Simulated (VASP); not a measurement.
The system is CaSe.

```
Ca Se
1.0
     0.00000    2.96754    2.96754
     2.96754    0.00000    2.96754
     2.96754    2.96754    0.00000
Ca Se
1 1
Direct
  0.00000 0.00000 0.00000
  0.50000 0.50000 0.50000
```

Base run:

```yaml
Program: VASP 6.6.1
Functional: r2SCAN
Potentials_or_basis: VASP PAW PBE potentials, release 64 (Ca_sv, Se)
Cutoff: 520 eV
k_mesh: 8 × 8 × 8
Occupations: gaussian, width 0.01 eV
Spin: no spin polarisation
```

Its results: band gap on the k mesh 2.52 eV, indirect (least direct gap 3.46 eV); pressure 0.2 GPa.

Question: The run is repeated on the same cell with these changes: functional from r2SCAN to PBE; further incar settings from ALGO = Normal; EDIFF = 1e-06; NBANDS = 15 to ALGO = Normal; EDIFF = 1e-07; NBANDS = 15. What comes out?

Answer: Band gap on the k mesh 2.05 eV, indirect (least direct gap 2.97 eV); pressure 0.7 GPa.

Caveats: the PAW data sets were made with another functional, which shifts forces and pressure a little (some runs).

A k mesh can miss the band edges.
